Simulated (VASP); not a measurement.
# Ir: single point with LDA

Ir:

```xyz
1
Lattice="0.0000 1.8883 1.8883 1.8883 0.0000 1.8883 1.8883 1.8883 0.0000" Properties=species:S:1:pos:R:3 pbc="T T T"
Ir    0.0000    0.0000    0.0000
```

This cell differs from its parent crystal: volume 13.466 Å^3 an atom, c/a of the conventional cell 1.0000.

```
Program                : VASP 6.6.1
Task                   : single point
Functional             : LDA
Potentials or basis    : VASP PAW LDA potentials, release 64 (Ir)
Cutoff                 : 520 eV
k mesh                 : 22 × 22 × 22
Occupations            : gaussian, width 0.15 eV
Spin                   : no spin polarisation
Dipole correction      : no
Further INCAR settings : ALGO = Fast; EDIFF = 1e-07; NBANDS = 10
```

```
Pressure : 14.9 GPa
```

Levels at points of the mesh, in eV from the Fermi level:
| k point | band 2 | band 3 | band 4 | band 5 | band 6 | band 7 |
| --- | --- | --- | --- | --- | --- | --- |
| (0.00, 0.00, 0.00) | -4.19 | -4.19 | -4.19 | -1.25 | -1.25 | 14.26 |
| (0.50, 0.00, 0.00) | -4.30 | -4.30 | -0.81 | 1.02 | 1.02 | 7.82 |
| (0.50, 0.50, 0.00) | -7.90 | 1.01 | 1.64 | 1.64 | 1.77 | 11.25 |

It took 38 s on 1 thread of AMD EPYC 9R45 96-Core Processor (Zen 5), on a shared host, peak memory 0.12 GiB.

Caveat: spin-orbit coupling is left out, which moves the levels of the heavy elements.
